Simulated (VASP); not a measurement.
Input of a VASP 6.6.1 run:

Contents of INCAR:

```
PREC = Accurate ; ENCUT = 600
EDIFF = 1E-6 ; ISMEAR = 0
SIGMA = 0.2 ; LREAL = F
LASPH = T ; NELM = 120
ALGO = Normal ; ISIF = 2
LWAVE = F ; LCHARG = F
GGA = PE ; NBANDS = 20
GGA_COMPAT = F
```

File KPOINTS:

```
Automatic mesh
0
Gamma
  5 5 3
```

Contents of POSCAR:

```
B6N
1.0
    3.7420035891     -0.0000000030      0.0000000000
   -1.8710017920      3.2406701707      0.0000000000
    0.0000000000      0.0000000000      4.3975501072
B N
6 1
Direct
    0.0000000000      0.0000000000      0.6821486682
    0.0000000000      0.0000000000      0.3178513318
    0.8244744897      0.1755255103      0.0000000000
    0.8244744897      0.6489489794      0.0000000000
    0.3510510206      0.1755255103      0.0000000000
    0.3333333333      0.6666666667      0.0000000000
    0.3333333333      0.6666666667      0.5000000000
```

Potentials or basis: VASP PAW PBE potentials, release 64 (B, N).

Command:

```sh
$ cat potpaw_PBE.64/B/POTCAR potpaw_PBE.64/N/POTCAR > POTCAR
$ mpirun -np 1 vasp_std > vasp.out
```

(1) Estimate the pressure.

(2) What does it give for the largest force?

(3) What does it give for the band gap on the k mesh?

Answers

(1) -0.1 GPa.

(2) 0.010 eV/Å.

(3) zero (an odd number of electrons rules out a gap without spin polarisation).

Caveat: the k points lie up to 0.48 Å⁻¹ apart, too coarse for converged energies and pressures of a metal.
